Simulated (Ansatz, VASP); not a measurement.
**Ir in VASP and in Ansatz**

Contents of INCAR:

```
  PREC = Accurate
  ENCUT = 520
  EDIFF = 1E-7
  ISMEAR = -1
  SIGMA = 0.1
  LREAL = F
  LASPH = T
  NELM = 100
  ALGO = Normal
  ISIF = 2
  LWAVE = F
  LCHARG = T
  GGA = PE
  LELF = T
  LVHAR = T
  NBANDS = 16
```

File KPOINTS:

```
Automatic mesh
0
Gamma
  11 11 11
```

File POSCAR:

```
Ir
1.0
    0.0000000000      2.8922985814      2.8922985814
    2.8922985814      0.0000000000      2.8922985814
    2.8922985814      2.8922985814      0.0000000000
Ir
2
Direct
    0.1250000000      0.1250000000      0.1250000000
    0.8750000000      0.8750000000      0.8750000000
```

Input for Ansatz:

```yaml
crystal:
  lattice:
    - [0.0, 2.8922985814, 2.8922985814]
    - [2.8922985814, 0.0, 2.8922985814]
    - [2.8922985814, 2.8922985814, 0.0]
  atoms:
    - { symbol: Ir, position: [0.125, 0.125, 0.125] }
    - { symbol: Ir, position: [0.875, 0.875, 0.875] }
hamiltonian:
  xc: pbe
  pseudopotentials:
    kind: paw
    azcp:
      Ir: "pseudopotentials/Ir.paw.azcp"
basis:
  ecutwfc: 420
  fft_grid_basis: typed
kpoints:
  mp_grid: { grid: [11, 11, 11], shift: [0, 0, 0] }
magnetization:
  spin_polarized: false
scf:
  occupations: { method: fermi_dirac, width: 0.1 }
  lower_state_search: "off"
output:
  stress: true
```

Alike in both runs: task single point; functional PBE; k mesh 11 × 11 × 11; occupations fermi-dirac, width 0.1 eV; no spin polarisation.

|  | VASP | Ansatz |
| --- | --- | --- |
| version | VASP 6.6.1 | Ansatz 0.2.0 |
| potentials or method | VASP PAW PBE potentials, release 64 (Ir), cutoff 520 eV | plane waves (420 eV) with PAW, scalar-relativistic |
| valence electrons in the cell | 18 | 34 |

```csv
,VASP,Ansatz,Ansatz less VASP
pressure (GPa),-15.6,-15.6,+0.03
```

With one functional, cell and mesh, what is left measures potentials, basis and numerics. VASP's potentials hold 18 valence electrons a cell and Ansatz's 34, so a difference there can come from the potentials and not from the codes.

Spin-orbit coupling is off throughout.
